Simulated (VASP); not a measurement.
A run of VASP 6.6.1 is set up as follows.

INCAR

```
ALGO = Normal ; EDIFF = 1E-6
ENCUT = 520 ; GGA = PE
ISIF = 2 ; ISMEAR = 0
LASPH = True ; LCHARG = True
LELF = True ; LREAL = Auto
LVHAR = True ; LWAVE = False
NBANDS = 162 ; NELECT = 252.0
NELM = 80 ; PREC = Accurate
SIGMA = 0.02
```

The input KPOINTS:

```
k-points
0
Gamma
  1 1 1
```

File POSCAR:

```
Si62B
1.0
   10.8600000000      0.0000000000      0.0000000000
    0.0000000000     10.8600000000      0.0000000000
    0.0000000000      0.0000000000     10.8600000000
Si B
62 1
Direct
    0.4989019862     -0.0000901379      0.0010980138
    0.6210535656      0.1285282892      0.1245139948
    0.7456023441      0.2547681328     -0.0002876079
    0.8744661343      0.3744900020      0.1255099980
    0.7480299603      0.0016260263      0.2494745961
    0.8743562547      0.1246858732      0.3753141268
   -0.0014762804     -0.0014762804      0.0010778320
    0.1251245306      0.1251245306      0.1250824541
    0.2536841155      0.2536841155      0.0083046670
    0.6140732797      0.6140732797      0.1120290378
    0.7480846992      0.7480846992     -0.0008334981
    0.8728899980      0.8728899980      0.1261290640
    0.2495903718     -0.0002195954      0.2504096282
    0.3749175459      0.1251245306      0.3748754694
    0.4916953330      0.2536841155      0.2463158845
    0.6210535656      0.3754860052      0.3714717108
    0.7456023441      0.5002876079      0.2452318672
    0.8740161837      0.6231177140      0.3728980178
    0.4989221680     -0.0014762804      0.5014762804
    0.6231177140      0.1271019822      0.6259838163
    0.7480299603      0.2505254039      0.4983739737
    0.8728899980      0.3738709360      0.6271100020
    0.7500999404      0.0018177682      0.7499000596
    0.8740161837      0.1271019822      0.8768822860
   -0.0000901379      0.4989019862      0.0010980138
    0.1285282892      0.6210535656      0.1245139948
    0.2547681328      0.7456023441     -0.0002876079
    0.3744900020      0.8744661343      0.1255099980
   -0.0002195954      0.2495903718      0.2504096282
    0.1251245306      0.3749175459      0.3748754694
    0.2536841155      0.4916953330      0.2463158845
    0.3754860052      0.6210535656      0.3714717108
    0.5002876079      0.7456023441      0.2452318672
    0.6231177140      0.8740161837      0.3728980178
   -0.0008785408     -0.0008785408      0.5008785408
    0.1246858732      0.1246858732      0.6256437453
    0.2495903718      0.2495903718      0.5002195954
    0.3744900020      0.3744900020      0.6255338657
    0.4989019862      0.4989019862      0.5000901379
    0.6250090265      0.6250090265      0.6240739716
    0.7500999404      0.7500999404      0.4981822318
    0.8743953613      0.8743953613      0.6256046387
    0.2505254039      0.0016260263      0.7519700397
    0.3754860052      0.1285282892      0.8789464344
    0.5002876079      0.2547681328      0.7543976559
    0.6140732797      0.3879709622      0.8859267203
    0.7480846992      0.5008334981      0.7519153008
    0.8759260284      0.6250090265      0.8749909735
    0.0016260263      0.7480299603      0.2494745961
    0.1246858732      0.8743562547      0.3753141268
   -0.0014762804      0.4989221680      0.5014762804
    0.1271019822      0.6231177140      0.6259838163
    0.2505254039      0.7480299603      0.4983739737
    0.3738709360      0.8728899980      0.6271100020
    0.0016260263      0.2505254039      0.7519700397
    0.1285282892      0.3754860052      0.8789464344
    0.2547681328      0.5002876079      0.7543976559
    0.3879709622      0.6140732797      0.8859267203
    0.5008334981      0.7480846992      0.7519153008
    0.6250090265      0.8759260284      0.8749909735
    0.0018177682      0.7500999404      0.7499000596
    0.1271019822      0.8740161837      0.8768822860
    0.5264147678      0.5264147678     -0.0264147678
```

Potentials or basis: VASP PAW PBE potentials, release 64 (Si, B).

Command:

```console
$ cat potpaw_PBE.64/Si/POTCAR potpaw_PBE.64/B/POTCAR > POTCAR
$ mpirun -np 1 vasp_gam > vasp.out
```

**Question.** Predict the largest force.

**Answer.** 0.033 eV/Å.

Forces on the atoms (eV/Å):
```
Si   0.005  0.000 -0.005
Si   0.013 -0.004 -0.007
Si   0.004 -0.010  0.007
Si  -0.006 -0.001  0.001
Si  -0.003  0.005  0.011
Si   0.001  0.007 -0.007
Si   0.004  0.004 -0.003
Si  -0.004 -0.004  0.000
Si   0.016  0.016  0.023
Si   0.002  0.002 -0.018
Si  -0.006 -0.006  0.000
Si   0.003  0.003 -0.011
Si  -0.008 -0.005  0.008
Si   0.000 -0.004  0.004
Si  -0.023  0.016 -0.016
Si   0.013  0.007  0.004
Si   0.004 -0.007  0.010
Si  -0.009  0.001 -0.003
Si   0.003  0.004 -0.004
Si   0.001  0.003  0.009
Si  -0.003 -0.011 -0.005
Si   0.003  0.011 -0.003
Si  -0.006 -0.006  0.006
Si  -0.009  0.003 -0.001
Si   0.000  0.005 -0.005
Si  -0.004  0.013 -0.007
Si  -0.010  0.004  0.007
Si  -0.001 -0.006  0.001
Si  -0.005 -0.008  0.008
Si  -0.004  0.000  0.004
Si   0.016 -0.023 -0.016
Si   0.007  0.013  0.004
Si  -0.007  0.004  0.010
Si   0.001 -0.009 -0.003
Si  -0.003 -0.003  0.003
Si   0.007  0.007 -0.001
Si  -0.008 -0.008  0.005
Si  -0.001 -0.001  0.006
Si   0.005  0.005  0.000
Si  -0.001 -0.001 -0.008
Si  -0.006 -0.006  0.006
Si   0.001  0.001 -0.001
Si  -0.011  0.005  0.003
Si   0.007 -0.004 -0.013
Si  -0.007 -0.010 -0.004
Si   0.002  0.018 -0.002
Si  -0.006  0.000  0.006
Si   0.008 -0.001  0.001
Si   0.005 -0.003  0.011
Si   0.007  0.001 -0.007
Si   0.004  0.003 -0.004
Si   0.003  0.001  0.009
Si  -0.011 -0.003 -0.005
Si   0.011  0.003 -0.003
Si   0.005 -0.011  0.003
Si  -0.004  0.007 -0.013
Si  -0.010 -0.007 -0.004
Si   0.018  0.002 -0.002
Si   0.000 -0.006  0.006
Si  -0.001  0.008  0.001
Si  -0.006 -0.006  0.006
Si   0.003 -0.009 -0.001
B   -0.001 -0.001  0.001
```

Caveat: the k points lie up to 0.58 Å⁻¹ apart; the cell carries a net charge on a neutralising background, which shifts energy and pressure.
